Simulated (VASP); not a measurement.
# Ga (Cmcm) in VASP: notebook

The runs below take Ga through electric field gradients, with PBE.

Everything below comes from runs of VASP 6.6.1. Logs are shortened: lines on timing, memory, paths and dates and some standing lists are left out, and cuts for length are marked.

### Step 1. The cell of the first run

The structure is orthorhombic, space group Cmcm (No. 63). The conventional cell has a = 2.910 Å, b = 8.157 Å, c = 3.181 Å, α = 90.00°, β = 90.00°, γ = 90.00°. Ga (site symmetry m2m) has 10 Ga at 2.69 to 3.18 Å within 3.5 Å.

### Step 2. Electric field gradients, PBE (volume scaled by 1.01)

File INCAR:

```
  PREC = Accurate
  ENCUT = 520
  EDIFF = 1E-8
  ISMEAR = -1
  SIGMA = 0.08
  LREAL = F
  LASPH = T
  NELM = 60
  ALGO = Normal
  ISIF = 2
  LWAVE = F
  LCHARG = F
  GGA = PE
  LEFG = T
  NBANDS = 20
```

File KPOINTS:

```
regular mesh
0
Gamma
  12 12 10
```

File POSCAR:

```
Ga
1.0
    1.4548173111     -4.0785050826      0.0000000000
    1.4548173111      4.0785050826      0.0000000000
    0.0000000000      0.0000000000      3.1805316388
Ga
2
Direct
    0.8670000000      0.1330000000      0.2500000000
    0.1330000000      0.8670000000      0.7500000000
```

Potentials or basis: VASP PAW PBE potentials, release 64 (Ga_d).

Started as:

```console
cat potpaw_PBE.64/Ga_d/POTCAR > POTCAR
mpirun -np 1 vasp_std > vasp.out
```

OUTCAR:

```text
PREC = Accurate
   ENCUT = 520
   EDIFF = 1E-8
   ISMEAR = -1
   LREAL = F
   LASPH = T
   NELM = 60
   ISIF = 2
   GGA = PE

 ion  position               nearest neighbor table
   1  0.867  0.133  0.250-   2 2.69   2 2.69   2 2.88   2 2.88   2 2.88   2 2.88
   2  0.133  0.867  0.750-   1 2.69   1 2.69   1 2.88   1 2.88   1 2.88   1 2.88

  LATTYP: Found a base centered orthorhombic cell.
 ALAT       =     2.9096346222
 B/A-ratio  =     2.8034482759
 C/A-ratio  =     1.0931034483

  Lattice vectors:

 A1 = (   1.4548173111,  -4.0785050826,   0.0000000000)
 A2 = (   1.4548173111,   4.0785050826,   0.0000000000)
 A3 = (   0.0000000000,   0.0000000000,   3.1805316388)

Analysis of symmetry for initial positions (statically):
=====================================================================
 Subroutine PRICEL returns:
 Original cell was already a primitive cell.

 Routine SETGRP: Setting up the symmetry group for a
 base centered orthorhombic supercell.

 Subroutine GETGRP returns: Found  8 space group operations
 (whereof  4 operations were pure point group operations)
 out of a pool of  8 trial point group operations.

The static configuration has the point symmetry C_2h.
 The point group associated with its full space group is D_2h.

Analysis of symmetry for dynamics (positions and initial velocities):
=====================================================================
 Subroutine PRICEL returns:
 Original cell was already a primitive cell.

 Routine SETGRP: Setting up the symmetry group for a
 base centered orthorhombic supercell.

 Subroutine GETGRP returns: Found  8 space group operations
 (whereof  4 operations were pure point group operations)
 out of a pool of  8 trial point group operations.

The dynamic configuration has the point symmetry C_2h.
 The point group associated with its full space group is D_2h.

 Subroutine INISYM returns: Found  8 space group operations
 (whereof  4 operations are pure point group operations),
 and found     1 'primitive' translations

----------------------------------------------------------------------------------------

                                     Primitive cell

  volume of cell :      37.7432

[... 122 lines left out ...]
 maximum number of plane-waves:      1036
   NGX = 17   NGY = 17   NGZ = 11

 number of electron      26.0000008 magnetization

 Free energy of the ion-electron system (eV)
  ---------------------------------------------------
  ext. energy  EPLUGINS =         0.00000000
  ---------------------------------------------------
  free energy    TOTEN  =        -5.76310014 eV

  energy without entropy =       -5.74594877  energy(sigma->0) =       -5.75452445

 E-fermi :   5.5786     XC(G=0): -10.9693

 val. band max:        5.5744160535   @ k =   0.1667   0.0000   0.1000
 cond. band min:       5.5953958449   @ k =   0.3333   0.2500   0.4000
 fundamental gap:      0.0209797914
 Fermi energy:         5.5786386077

 k-point     1 :       0.0000    0.0000    0.0000
  band No.  band energies     occupation
      1      -9.6231      2.00000
      2      -9.5997      2.00000
      3      -9.5325      2.00000
      4      -9.5168      2.00000
      5      -9.3322      2.00000
      6      -9.3183      2.00000
[... 541 lines left out ...]
     19      16.1782      0.00000
     20      18.1374      0.00000

 [... further k-points ...]

------------------------ aborting loop because EDIFF is reached ----------------------------------------

  FORCE on cell =-STRESS in cart. coord.  units (eV):
  Direction    XX          YY          ZZ          XY          YZ          ZX
  --------------------------------------------------------------------------------------
  -------------------------------------------------------------------------------------
  Total       -0.2564545      0.5831802      0.5274849      0.0000000      0.0000000      0.0000000
  in kB      -10.8863373     24.7556385     22.3914104      0.0000000      0.0000000      0.0000000
  external PRESSURE =      12.0869039 kB  Pullay stress =       0.0000000 kB

 VOLUME and BASIS-vectors are now :
 -----------------------------------------------------------------------------
  energy-cutoff  :      520.00
  volume of cell :       37.74
      direct lattice vectors                 reciprocal lattice vectors
     1.454817311 -4.078505083  0.000000000     0.343685765 -0.122593938  0.000000000
     1.454817311  4.078505083  0.000000000     0.343685765  0.122593938  0.000000000
     0.000000000  0.000000000  3.180531639     0.000000000  0.000000000  0.314412845

 POSITION                                       TOTAL-FORCE (eV/Angst)
 -----------------------------------------------------------------------------------
      1.45482     -2.99362      0.79513         0.000000      0.191137     -0.000000
      1.45482      2.99362      2.38540         0.000000     -0.191137      0.000000
 -----------------------------------------------------------------------------------
    total drift:                                0.000000      0.000000     -0.000000

  FREE ENERGIE OF THE ION-ELECTRON SYSTEM (eV)
  ---------------------------------------------------
  free  energy   TOTEN  =        -5.7631001397 eV

  energy  without entropy=       -5.7459487677  energy(sigma->0) =       -5.75452445

 Electric field gradients (V/A^2)
---------------------------------------------------------------------
 ion       V_xx      V_yy      V_zz      V_xy      V_xz      V_yz
---------------------------------------------------------------------
   1      10.135   -26.502    16.367    -0.000     0.000    -0.000
   2      10.135   -26.502    16.367     0.000     0.000     0.000
---------------------------------------------------------------------

 Electric field gradients after diagonalization (V/A^2)
 (convention: |V_zz| > |V_xx| > |V_yy|)
----------------------------------------------------------------------
 ion       V_xx      V_yy      V_zz     asymmetry (V_yy - V_xx)/ V_zz
----------------------------------------------------------------------
   1      16.367    10.135   -26.502       0.235
   2      16.367    10.135   -26.502       0.235
----------------------------------------------------------------------

           NMR quadrupolar parameters

 Cq : quadrupolar parameter    Cq=e*Q*V_zz/h
 eta: asymmetry parameters     (V_yy - V_xx)/ V_zz
 Q  : nuclear electric quadrupole moment in mb (millibarn)
----------------------------------------------------------------------
 ion       Cq(MHz)       eta       Q (mb)
----------------------------------------------------------------------
   1      -0.064       0.235       1.000
   2      -0.064       0.235       1.000
----------------------------------------------------------------------
```

OSZICAR:

```text
N       E                     dE             d eps       ncg     rms          rms(c)
DAV:   1     0.131801868777E+03    0.13180E+03   -0.13190E+04 10888   0.245E+03
DAV:   2     0.580785694832E+01   -0.12599E+03   -0.12285E+03 10596   0.384E+02
DAV:   3    -0.563665982295E+01   -0.11445E+02   -0.11375E+02 11624   0.946E+01
DAV:   4    -0.581192135745E+01   -0.17526E+00   -0.17517E+00 11752   0.129E+01
DAV:   5    -0.581488845399E+01   -0.29671E-02   -0.29669E-02 11820   0.166E+00    0.137E+00
DAV:   6    -0.577259335697E+01    0.42295E-01   -0.83082E-02 13900   0.475E+00    0.713E-01
DAV:   7    -0.576399099357E+01    0.86024E-02   -0.16960E-02 14860   0.181E+00    0.193E-01
DAV:   8    -0.576308034212E+01    0.91065E-03   -0.22278E-03 11124   0.653E-01    0.189E-02
DAV:   9    -0.576310011590E+01   -0.19774E-04   -0.10728E-04 12400   0.109E-01    0.718E-03
DAV:  10    -0.576310043923E+01   -0.32334E-06   -0.60027E-06 11920   0.290E-02    0.122E-03
DAV:  11    -0.576310021381E+01    0.22542E-06   -0.54037E-07 12436   0.989E-03    0.581E-04
DAV:  12    -0.576310018773E+01    0.26082E-07   -0.59617E-08 12156   0.306E-03    0.184E-04
DAV:  13    -0.576310014272E+01    0.45007E-07   -0.57524E-09  6784   0.788E-04    0.410E-05
DAV:  14    -0.576310013965E+01    0.30695E-08   -0.14240E-09  5752   0.450E-04
   1 F= -.57631001E+01 E0= -.57545245E+01  d E =-.171514E-01
```

Run time: 54 s. Hardware: 1 thread of Intel Xeon 6975P-C (Granite Rapids), shared host; peak memory 0.27 GiB.

What came out:

| Quantity | Value |
| --- | --- |
| Free energy | -5.7631 eV |
| Pressure | 1.2 GPa |
| Largest force | 0.191 eV/Å |
| Band gap on the k mesh | zero (band 13 reaches 10.66 eV, above the bottom of band 14 at 1.37 eV) |

Forces in eV/Å, atoms in the order of the input:
```
Ga   0.000  0.191  0.000
Ga   0.000 -0.191  0.000
```

Electric field gradients, principal values (V/Å²):
```tsv
atom	least	middle	greatest (by size)
1 Ga	10.135	16.367	-26.502
2 Ga	10.135	16.367	-26.502
```

Caveat: without QUAD_EFG the Cq values of the log hold for a quadrupole moment of 1 mb, not for the nuclei.

### Step 3. Electric field gradients, PBE (volume scaled by 1.01)

File INCAR:

```
SYSTEM = Ga
  PREC = Accurate
  ENCUT = 520
  EDIFF = 1E-8
  ISMEAR = -1
  SIGMA = 0.08
  LREAL = .False.
  LASPH = .True.
  NELM = 60
  ALGO = Normal
  ISIF = 2
  LWAVE = .False.
  LCHARG = .False.
  GGA = PE
  LEFG = .True.
  NBANDS = 20
```

File KPOINTS:

```
Automatic mesh
0
Gamma
  12 12 10
  0 0 0
```

POSCAR is that of step 2.

Potentials or basis: VASP PAW PBE potentials, release 64 (Ga_d).

Started as:

```console
cat potpaw_PBE.64/Ga_d/POTCAR > POTCAR
mpirun -np 1 vasp_std > vasp.out
```

OUTCAR:

```text
SYSTEM = Ga
   PREC = Accurate
   ENCUT = 520
   EDIFF = 1E-8
   ISMEAR = -1
   LREAL = .False.
   LASPH = .True.
   NELM = 60
   ISIF = 2
   GGA = PE

 ion  position               nearest neighbor table
   1  0.867  0.133  0.250-   2 2.69   2 2.69   2 2.88   2 2.88   2 2.88   2 2.88
   2  0.133  0.867  0.750-   1 2.69   1 2.69   1 2.88   1 2.88   1 2.88   1 2.88

  LATTYP: Found a base centered orthorhombic cell.
 ALAT       =     2.9096346222
 B/A-ratio  =     2.8034482759
 C/A-ratio  =     1.0931034483

  Lattice vectors:

 A1 = (   1.4548173111,  -4.0785050826,   0.0000000000)
 A2 = (   1.4548173111,   4.0785050826,   0.0000000000)
 A3 = (   0.0000000000,   0.0000000000,   3.1805316388)

Analysis of symmetry for initial positions (statically):
=====================================================================
 Subroutine PRICEL returns:
 Original cell was already a primitive cell.

 Routine SETGRP: Setting up the symmetry group for a
 base centered orthorhombic supercell.
[... 744 lines left out ...]
     1.454817311 -4.078505083  0.000000000     0.343685765 -0.122593938  0.000000000
     1.454817311  4.078505083  0.000000000     0.343685765  0.122593938  0.000000000
     0.000000000  0.000000000  3.180531639     0.000000000  0.000000000  0.314412845

 POSITION                                       TOTAL-FORCE (eV/Angst)
 -----------------------------------------------------------------------------------
      1.45482     -2.99362      0.79513         0.000000      0.191137     -0.000000
      1.45482      2.99362      2.38540         0.000000     -0.191137      0.000000
 -----------------------------------------------------------------------------------
    total drift:                                0.000000      0.000000     -0.000000

  FREE ENERGIE OF THE ION-ELECTRON SYSTEM (eV)
  ---------------------------------------------------
  free  energy   TOTEN  =        -5.7631001397 eV

  energy  without entropy=       -5.7459487677  energy(sigma->0) =       -5.75452445

 Electric field gradients (V/A^2)
---------------------------------------------------------------------
 ion       V_xx      V_yy      V_zz      V_xy      V_xz      V_yz
---------------------------------------------------------------------
   1      10.135   -26.502    16.367    -0.000     0.000    -0.000
   2      10.135   -26.502    16.367     0.000     0.000     0.000
---------------------------------------------------------------------

 Electric field gradients after diagonalization (V/A^2)
 (convention: |V_zz| > |V_xx| > |V_yy|)
----------------------------------------------------------------------
 ion       V_xx      V_yy      V_zz     asymmetry (V_yy - V_xx)/ V_zz
----------------------------------------------------------------------
   1      16.367    10.135   -26.502       0.235
   2      16.367    10.135   -26.502       0.235
----------------------------------------------------------------------

           NMR quadrupolar parameters

 Cq : quadrupolar parameter    Cq=e*Q*V_zz/h
 eta: asymmetry parameters     (V_yy - V_xx)/ V_zz
 Q  : nuclear electric quadrupole moment in mb (millibarn)
----------------------------------------------------------------------
 ion       Cq(MHz)       eta       Q (mb)
----------------------------------------------------------------------
   1      -0.064       0.235       1.000
   2      -0.064       0.235       1.000
----------------------------------------------------------------------
```

OSZICAR:

```text
N       E                     dE             d eps       ncg     rms          rms(c)
DAV:   1     0.131801868777E+03    0.13180E+03   -0.13190E+04 10888   0.245E+03
DAV:   2     0.580785694832E+01   -0.12599E+03   -0.12285E+03 10596   0.384E+02
DAV:   3    -0.563665982295E+01   -0.11445E+02   -0.11375E+02 11624   0.946E+01
DAV:   4    -0.581192135745E+01   -0.17526E+00   -0.17517E+00 11752   0.129E+01
DAV:   5    -0.581488845399E+01   -0.29671E-02   -0.29669E-02 11820   0.166E+00    0.137E+00
DAV:   6    -0.577259335697E+01    0.42295E-01   -0.83082E-02 13900   0.475E+00    0.713E-01
DAV:   7    -0.576399099357E+01    0.86024E-02   -0.16960E-02 14860   0.181E+00    0.193E-01
DAV:   8    -0.576308034212E+01    0.91065E-03   -0.22278E-03 11124   0.653E-01    0.189E-02
DAV:   9    -0.576310011590E+01   -0.19774E-04   -0.10728E-04 12400   0.109E-01    0.718E-03
DAV:  10    -0.576310043923E+01   -0.32334E-06   -0.60027E-06 11920   0.290E-02    0.122E-03
DAV:  11    -0.576310021381E+01    0.22542E-06   -0.54037E-07 12436   0.989E-03    0.581E-04
DAV:  12    -0.576310018773E+01    0.26082E-07   -0.59617E-08 12156   0.306E-03    0.184E-04
DAV:  13    -0.576310014272E+01    0.45007E-07   -0.57524E-09  6784   0.788E-04    0.410E-05
DAV:  14    -0.576310013965E+01    0.30695E-08   -0.14240E-09  5752   0.450E-04
   1 F= -.57631001E+01 E0= -.57545245E+01  d E =-.171514E-01
```

It took 54 s on 1 thread of Intel Xeon 6975P-C (Granite Rapids), shared host; peak memory 0.28 GiB.

What came out:

```yaml
Free_energy: -5.7631 eV
Pressure: 1.2 GPa
Largest_force: 0.191 eV/Å
Band_gap_on_the_k_mesh: zero (band 13 reaches 10.66 eV, above the bottom of band 14 at 1.37 eV)
```

Forces in eV/Å, atoms in the order of the input:
```
Ga   0.000  0.191  0.000
Ga   0.000 -0.191  0.000
```

Levels at points of the mesh, in eV from the Fermi level:
| k point | band 10 | band 11 | band 12 | band 13 | band 14 | band 15 | band 16 | band 17 |
| --- | --- | --- | --- | --- | --- | --- | --- | --- |
| (0.00, 0.00, 0.00) | -14.70 | -11.19 | -2.26 | -1.62 | 2.86 | 6.53 | 7.75 | 8.68 |
| (0.50, 0.00, 0.00) | -14.75 | -6.70 | -5.39 | -1.76 | -0.46 | 6.42 | 6.65 | 8.81 |
| (0.50, 0.50, 0.00) | -14.76 | -9.17 | -8.54 | 5.08 | 5.73 | 5.80 | 6.98 | 7.11 |
| (0.00, 0.00, 0.50) | -14.78 | -7.39 | -7.39 | 1.83 | 1.83 | 2.46 | 2.46 | 10.24 |
| (0.50, 0.00, 0.50) | -14.75 | -3.07 | -3.07 | -1.61 | -1.61 | 1.84 | 1.84 | 4.20 |
| (0.50, 0.50, 0.50) | -14.82 | -5.60 | -5.60 | -4.21 | -4.21 | 9.50 | 9.50 | 11.31 |

Electric field gradients, principal values (V/Å²):
| atom | least | middle | greatest (by size) |
| --- | --- | --- | --- |
| 1 Ga | 10.135 | 16.367 | -26.502 |
| 2 Ga | 10.135 | 16.367 | -26.502 |

Caveat: without QUAD_EFG the Cq values of the log hold for a quadrupole moment of 1 mb, not for the nuclei.
